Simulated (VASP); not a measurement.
Runs of VASP 6.6.1 on B3Sb2P. The structure is that of space group P-6m2 (No. 187), or close to it. The cells are those of the table. 

```csv
task,cell,k mesh,cutoff (eV),gap on the mesh (eV),pressure (GPa),relaxed volume (Å³/atom),largest force (eV/Å)
single point,"a = 3.947, b = 3.947, c = 8.290 Å, angles 90.0, 90.0, 120.0°, 6 atoms",6 × 6 × 2,520,none,(b),-,0.49
single point,"a = 3.190, b = 3.190, c = 11.403 Å, angles 90.0, 90.0, 120.0°, 6 atoms",6 × 6 × 2,520,none,-0.1,-,0.01
single point,"a = 3.191, b = 3.191, c = 11.129 Å, angles 90.0, 90.0, 120.0°, 6 atoms",12 × 12 × 4,520,none,-0.2,-,-
relaxation of cell and atoms,"relaxed from a = 3.190, b = 3.190, c = 11.403 Å, angles 90.0, 90.0, 120.0°, 6 atoms",12 × 12 × 4,600,none,0.0,(a),0.01
relaxation of cell and atoms,"relaxed from a = 3.947, b = 3.947, c = 8.290 Å, angles 90.0, 90.0, 120.0°, 6 atoms",6 × 6 × 2,600,none,-0.2,16.73,0.03
```

Alike in all rows: level PBE; potentials or basis VASP PAW PBE potentials, release 64 (B, Sb, P); no spin polarisation; smearing gaussian 0.1 eV.

Fill in the values left out.

(a) 16.30; (b) -16.3.

Caveats: some runs use coarse meshes; spin-orbit coupling is left out, which moves the levels of the heavy elements; this functional lacks dispersion, which binds the layers, so the pressure and a relaxed spacing across them are unreliable (some runs).

A k mesh can miss the band edges, and the runs leave out spin-orbit coupling on Sb.

A gap of «none» marks levels without a gap at the run's occupations.
